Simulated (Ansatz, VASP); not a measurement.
Te in VASP and in Ansatz

```
Te
1.0
     0.00000    2.10004    3.85089
     2.09674    0.00000    3.85089
     2.09674    2.10004    0.00000
Te
1
Direct
  0.00000 0.00000 0.00000
```

Alike in both runs: functional PBEsol; k mesh 20 × 20 × 20; occupations gaussian, width 0.1 eV; no spin polarisation.

Ansatz relaxed the structure, and its values are those at the end. VASP's run is a single point on that final structure, the one shown.

|  | VASP | Ansatz |
| --- | --- | --- |
| version | VASP 6.6.1 | Ansatz 0.2.0 |
| potentials or method | VASP PAW PBE potentials, release 64 (Te), cutoff 520 eV | scalar-relativistic, plane waves, PAW |
| valence electrons in the cell | 6 | 16 |

```tsv
	VASP	Ansatz	Ansatz less VASP
gap on the k mesh at the Fermi level (eV)	none	none	-
pressure (GPa)	0.0	0.0	-0.04
```

VASP's potentials were made for PBE, not for PBEsol. A gap of «none» marks a metal or a gap that the smearing closes. VASP's potentials hold 6 valence electrons a cell and Ansatz's 16, so a difference there can come from the potentials and not from the codes.

Neither program's run includes spin-orbit coupling.
